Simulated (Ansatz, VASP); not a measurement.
## BAs: VASP beside Ansatz

```xyz
2
Lattice="0.0000 2.1974 2.5796 2.1974 0.0000 2.5796 2.1974 2.1974 0.0000" Properties=species:S:1:pos:R:3 pbc="T T T"
B     0.0000    0.0000    0.0000
As    3.2961    3.2961    3.8694
```

Change from the starting cell: strain -0.080 along x and y, +0.080 along z, atoms carried along.

Alike in both runs: task single point; functional r2SCAN; k mesh 10 × 10 × 10; occupations gaussian, width 0.05 eV; no spin polarisation.

|  | VASP | Ansatz |
| --- | --- | --- |
| version | VASP 6.6.1 | Ansatz 0.2.0 |
| potentials or method | VASP PAW PBE potentials, release 64 (B, As), cutoff 520 eV | scalar-relativistic, plane waves, PAW |
| valence electrons in the cell | 8 | 18 |

VASP gave:

* gap on the k mesh at the Fermi level (eV): none
* pressure (GPa): 16.3
* traceless stress, the component that is largest in VASP (GPa): -31.98

Question: What did Ansatz give for the same quantities?

Answer: gap on the k mesh at the Fermi level (eV): none; pressure (GPa): 15.9; traceless stress, the component that is largest in VASP (GPa): -32.06.

VASP's potentials were made for PBE, not for r2SCAN. A gap of «none» marks a metal or a gap that the smearing closes. With one functional, cell and mesh, what is left measures potentials, basis and numerics. VASP's potentials hold 8 valence electrons a cell and Ansatz's 18, so a difference there can come from the potentials and not from the codes.
